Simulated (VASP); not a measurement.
Here is a VASP 6.6.1 calculation.

File INCAR:

```
PREC = Accurate
ENCUT = 600
EDIFF = 1E-7
ISMEAR = 1
SIGMA = 0.01
LREAL = F
LASPH = T
NELM = 200
ALGO = Normal
ISIF = 3
LWAVE = F
LCHARG = F
GGA = RE
IVDW = 12
IBRION = 2
NSW = 80
EDIFFG = -0.001
GGA_COMPAT = F
NELMIN = 4
LMAXMIX = 6
```

KPOINTS

```
Automatic mesh
0
Gamma
  10 10 10
```

File POSCAR:

```
YbH3
1.0
    0.0000000000      2.6049710000      2.6049710000
    2.6049710000      0.0000000000      2.6049710000
    2.6049710000      2.6049710000      0.0000000000
Yb H
1 3
Direct
    0.0000000000      0.0000000000      0.0000000000
    0.7500000000      0.7500000000      0.7500000000
    0.2500000000      0.2500000000      0.2500000000
    0.5000000000      0.5000000000      0.5000000000
```

Potentials or basis: VASP PAW PBE potentials, release 64 (Yb, H).

The run is started by

```sh
$ cat potpaw_PBE.64/Yb/POTCAR potpaw_PBE.64/H/POTCAR > POTCAR
$ mpirun -np 1 vasp_std > vasp.out
```

**Question.** Estimate the relaxed volume.

**Answer.** 7.74 Å³/atom.

**Question.** What does it give for the band gap on the k mesh?

**Answer.** Zero (an odd number of electrons rules out a gap without spin polarisation).

**Question.** What does it give for the space group after relaxing (to 0.1 Å)?

**Answer.** Fm-3m (No. 225).

Step by step:
| step | energy change (eV) | largest force (eV/Å) | pressure (GPa) | volume (Å³) |
| --- | --- | --- | --- | --- |
| 1 | 0.0000 | 0.0000 | -9.39 | 35.35 |
| 2 | -0.1155 | 0.0000 | -4.56 | 32.77 |
| 3 | -0.1426 | 0.0000 | -0.96 | 31.24 |
| 4 | -0.1434 | 0.0000 | 0.33 | 30.87 |
| 5 | -0.1434 | 0.0000 | -0.12 | 30.96 |
| 6 | -0.1434 | 0.0000 | -0.04 | 30.96 |
| 7 | -0.1434 | 0.0000 | -0.05 | 30.96 |
| 8 | -0.1434 | 0.0000 | -0.05 | 30.96 |
| 9 | -0.1434 | 0.0000 | -0.05 | 30.96 |
| 10 | -0.1434 | 0.0000 | -0.04 | 30.96 |
| 11 | -0.1434 | 0.0000 | -0.05 | 30.96 |
| 12 | -0.1434 | 0.0000 | -0.04 | 30.96 |
| 13 | -0.1434 | 0.0000 | -0.04 | 30.96 |
| 14 | -0.1434 | 0.0000 | -0.03 | 30.96 |
| 15 | -0.1434 | 0.0000 | -0.01 | 30.96 |

Caveat: the PAW data sets were made with another functional, which shifts forces and pressure a little; spin-orbit coupling is left out, which moves the levels of the heavy elements; an odd number of electrons without spin polarisation forces a metal; a magnetic or distorted state may lie lower. Spin polarisation is off, so any magnetic state and its effect on volume and gap are missing.
